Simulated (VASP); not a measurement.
A run of VASP 6.6.1:

Contents of INCAR:

```
SYSTEM = InSe
PREC = Accurate
ENCUT = 520
EDIFF = 1E-6
ISMEAR = -1
SIGMA = 0.01
LREAL = .FALSE.
LASPH = .TRUE.
NELM = 60
ALGO = Normal
ISIF = 2
LWAVE = .FALSE.
LCHARG = .FALSE.
GGA = PS
NBANDS = 27
```

The input KPOINTS:

```
regular mesh
0
G
  7 7 7
  0 0 0
```

Contents of POSCAR:

```
InSe
1.0
    2.0947133537      1.2578670330      8.3482169999
   -1.9052859469      1.2178670400      8.3082170069
    0.0600726933     -2.2262339730      8.2935759933
In Se
2 2
Direct
    0.0000000000      0.0000000000      0.0000000000
    0.1122000000      0.1122000000      0.1122000000
    0.6155000000      0.6155000000      0.6155000000
    0.8300000000      0.8300000000      0.8300000000
```

Potentials or basis: VASP PAW PBE potentials, release 64 (In_d, Se).

Run with:

```console
$ cat potpaw_PBE.64/In_d/POTCAR potpaw_PBE.64/Se/POTCAR > POTCAR
$ mpirun -np 1 vasp_std > vasp.out
```

Hardware: 1 thread of Oxide Virtual Turin-like Processor, on a shared host.

Task: Estimate the wall time of this run.

Result: It took 51 min on 1 thread of Oxide Virtual Turin-like Processor, with other jobs on the host, peak memory 0.86 GiB. Counts: scf iterations 14, k points 172.
